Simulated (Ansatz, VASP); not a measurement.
# One calculation of AlVC6N6, two programs

```
CELL_PARAMETERS angstrom
0.00000 5.04950 5.04950
5.04950 0.00000 5.04950
5.04950 5.04950 0.00000
ATOMIC_POSITIONS crystal
Al 0.50000 0.50000 0.50000
V 0.00000 0.00000 0.00000
C 0.81018 0.18982 0.18982
C 0.18982 0.81018 0.18982
C 0.18982 0.18982 0.81018
C 0.18982 0.81018 0.81018
C 0.81018 0.18982 0.81018
C 0.81018 0.81018 0.18982
N 0.69433 0.30567 0.30567
N 0.30567 0.69433 0.30567
N 0.30567 0.30567 0.69433
N 0.30567 0.69433 0.69433
N 0.69433 0.30567 0.69433
N 0.69433 0.69433 0.30567
```

Alike in both runs: task single point; functional PBE; k mesh 4 × 4 × 4; occupations gaussian, width 0.1 eV; collinear spin.

|  | VASP | Ansatz |
| --- | --- | --- |
| version | VASP 6.6.1 | Ansatz 0.2.0 |
| potentials or method | VASP PAW PBE potentials, release 64 (Al, V_sv, C, N), cutoff 520 eV | scalar-relativistic, plane waves, PAW |
| valence electrons in the cell | 70 | 70 |

|  | VASP | Ansatz | Ansatz less VASP |
| --- | --- | --- | --- |
| gap on the k mesh at the Fermi level (eV) | none | none | - |
| pressure (GPa) | 7.4 | 7.0 | -0.38 |
| rms of the force components (eV/Å) | 0.866 | 0.991 | +0.1246 |
| net moment per atom (μB) | 0.14 | 0.14 | 0.000 |
| size of the moment on the site where the two differ most (μB) | 1.30 | 0.95 | -0.351 |

Site moments also hang on the region over which each program counts them. Atom by atom the forces differ by 0.203 eV/Å (rms over components). A gap of «none» marks a metal or a gap that the smearing closes.

Noted on VASP's run: the standard files for N, O and F lose accuracy on very short bonds.
